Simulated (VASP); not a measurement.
A run of VASP 6.6.1 is set up as follows.

INCAR

```
PREC = Accurate
ENCUT = 500
EDIFF = 1E-6
ISMEAR = -1
SIGMA = 0.05
LREAL = F
LASPH = T
NELM = 120
ALGO = Normal
ISIF = 2
LWAVE = F
LCHARG = F
GGA = PE
NBANDS = 18
GGA_COMPAT = F
```

File KPOINTS:

```
regular mesh
0
Gamma
  9 9 9
```

The input POSCAR:

```
ScAl3
1.0
   -2.0127950000      2.0127950000      4.4231960000
    2.0127950000     -2.0127950000      4.4231960000
    2.0127950000      2.0127950000     -4.4231960000
Sc Al
1 3
Direct
    0.0000000000      0.0000000000      0.0000000000
    0.5000000000      0.5000000000      0.0000000000
    0.2500000000      0.7500000000      0.5000000000
    0.7500000000      0.2500000000      0.5000000000
```

Potentials or basis: VASP PAW PBE potentials, release 64 (Sc_sv, Al).

Launch:

```bash
$ cat potpaw_PBE.64/Sc_sv/POTCAR potpaw_PBE.64/Al/POTCAR > POTCAR
$ mpirun -np 1 vasp_std > vasp.out
```

(1) What does it give for the band gap on the k mesh?

(2) Estimate the pressure.

Answers

(1) zero (bands 10 and 11 overlap by 1.83 eV).

(2) -0.4 GPa.
